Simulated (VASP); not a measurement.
Here is a VASP 6.6.1 calculation.

File INCAR:

```
PREC = Accurate
ENCUT = 520
EDIFF = 1E-6
ISMEAR = 0
SIGMA = 0.15
LREAL = F
LASPH = T
NELM = 80
ALGO = Fast
ISIF = 2
LWAVE = F
LCHARG = T
GGA = PE
LELF = T
LVHAR = T
NBANDS = 16
```

Contents of KPOINTS:

```
Automatic mesh
0
Gamma
  10 10 14
```

Contents of POSCAR:

```
Al2Cu
1.0
    4.1211626268      0.0000000000      0.0000000000
    0.0000000000      4.1211626268      0.0000000000
    0.0000000000      0.0000000000      3.0386000000
Al Cu
2 1
Direct
    0.5000000000      0.0000000000      0.5000000000
    0.0000000000      0.5000000000      0.5000000000
    0.0000000000      0.0000000000      0.0000000000
```

Potentials or basis: VASP PAW PBE potentials, release 64 (Al, Cu).

Run with:

```bash
$ cat potpaw_PBE.64/Al/POTCAR potpaw_PBE.64/Cu/POTCAR > POTCAR
$ mpirun -np 1 vasp_std > vasp.out
```

(1) What does it give for the pressure?

(2) Estimate the band gap on the k mesh.

Answers

(1) -3.9 GPa.

(2) zero (an odd number of electrons rules out a gap without spin polarisation).

Caveat: the cell stands under tension.
